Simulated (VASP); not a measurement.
A run of VASP 6.6.1 is set up as follows.

The input INCAR:

```
SYSTEM = Br
PREC = Accurate
ENCUT = 600
EDIFF = 1E-7
ISMEAR = -1
SIGMA = 0.05
LREAL = .False.
LASPH = .True.
NELM = 60
ALGO = Normal
ISIF = 3
LWAVE = .False.
LCHARG = .False.
GGA = PS
IBRION = 2
NSW = 60
EDIFFG = -0.01
PSTRESS = 50.0
```

KPOINTS

```
regular mesh
0
Gamma
  13 13 13
  0 0 0
```

File POSCAR:

```
Br
1.0
   -1.2867684050      1.7199972000      3.5779911600
    1.2867684050     -1.7199972000      3.5779911600
    1.2867684050      1.7199972000     -3.5779911600
Br
1
Direct
    0.0000000000      0.0000000000      0.0000000000
```

Potentials or basis: VASP PAW PBE potentials, release 64 (Br).

The run is started by

```sh
$ cat potpaw_PBE.64/Br/POTCAR > POTCAR
$ mpirun -np 1 vasp_std > vasp.out
```

(1) Predict the relaxed volume.

(2) Estimate the relaxed cell.

(3) Predict the band gap on the k mesh.

(4) Predict the space group after relaxing (to 0.1 Å).

Answers

(1) 24.33 Å³/atom.

(2) a = 3.650 Å, b = 3.650 Å, c = 3.650 Å, α = 139.71°, β = 128.15°, γ = 67.63°.

(3) zero (an odd number of electrons rules out a gap without spin polarisation).

(4) Immm (No. 71).

Caveat: the cell is relaxed towards a set pressure, so the run minimises the enthalpy, not the energy; the volume moved by over 15 % at a fixed basis, so the end points are rough; the PAW data sets were made with another functional, which shifts forces and pressure a little; an odd number of electrons without spin polarisation forces a metal; a magnetic or distorted state may lie lower.
